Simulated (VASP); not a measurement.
Here is a VASP 6.6.1 calculation.

The input INCAR:

```
  ALGO = Normal
  EDIFF = 1E-6
  ENCUT = 520
  GGA = CA
  ISIF = 2
  ISMEAR = 0
  LASPH = True
  LCHARG = False
  LREAL = False
  LWAVE = False
  NBANDS = 15
  NELM = 100
  PREC = Accurate
  SIGMA = 0.05
```

Contents of KPOINTS:

```
k-points
0
Gamma
  6 6 4
```

The input POSCAR:

```
MgI2
1.0
    3.9657052472      0.0000000000      0.0000000000
   -1.9828526236      3.4344014880      0.0000000000
    0.0000000000      0.0000000000      6.5052162191
Mg I
1 2
Direct
    0.0000000000      0.0000000000      0.0000000000
    0.3333333333      0.6666666667      0.7373977874
    0.6666666667      0.3333333333      0.2626022126
```

Potentials or basis: VASP PAW LDA potentials, release 64 (Mg, I).

The run is started by

```console
$ cat potpaw_LDA.64/Mg/POTCAR potpaw_LDA.64/I/POTCAR > POTCAR
$ mpirun -np 1 vasp_std > vasp.out
```

Question: Predict the band gap on the k mesh.

Answer: 3.23 eV, indirect (least direct gap 3.77 eV).

Question: Estimate the pressure.

Answer: 1.6 GPa.

Question: Predict the largest force.

Answer: 0.238 eV/Å.

Stress tensor (GPa, compression positive):
```
2.02 0.00 0.00
0.00 2.02 0.00
0.00 0.00 0.73
```

Caveat: spin-orbit coupling is left out, which moves the levels of the heavy elements. A k mesh can miss the band edges.
